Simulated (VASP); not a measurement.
Input of a VASP 6.6.1 run:

The input INCAR:

```
SYSTEM = AgBr
PREC     = Accurate       ! precision mode
ENCUT    = 500            ! plane-wave cutoff, eV
EDIFF    = 1E-8           ! SCF threshold, eV
ISMEAR   = 0              ! smearing method
SIGMA    = 0.01           ! smearing width, eV
LREAL    = .False.        ! projectors in reciprocal space
LASPH    = .True.         ! aspherical terms in the spheres
NELM     = 120            ! most SCF steps
ALGO     = Normal         ! electronic algorithm
ISIF     = 2              ! what is computed and relaxed
LWAVE    = .False.        ! write WAVECAR
LCHARG   = .False.        ! write CHGCAR
GGA      = PS             ! functional
IBRION   = 8              ! ionic algorithm
NSW      = 1              ! ionic steps
GGA_COMPAT= .False.
```

The input KPOINTS:

```
regular mesh
0
Gamma
  8 8 8
  0 0 0
```

POSCAR

```
AgBr
1.0
    2.8789632817      2.8789632817      0.0000000000
   -2.8789632817      2.8789632817      0.0000000000
    0.0000000000      2.8789632817      2.8789632817
Ag Br
1 1
Direct
    0.0000000000      0.0000000000      0.0000000000
    0.5000000000      0.5000000000      0.0000000000
```

Potentials or basis: VASP PAW PBE potentials, release 64 (Ag, Br).

The run is started by

```console
$ cat potpaw_PBE.64/Ag/POTCAR potpaw_PBE.64/Br/POTCAR > POTCAR
$ mpirun -np 1 vasp_std > vasp.out
```

What does it give for the highest phonon frequency at Γ, LO-TO splitting left out?

70 cm⁻¹.

Phonon frequencies in cm⁻¹ (negative: imaginary):
```
              q point     frequencies
(0.000, 0.000, 0.000)  0 0 0 70 70 70
```

Caveat: the cell stands under pressure or tension, which shifts response properties.
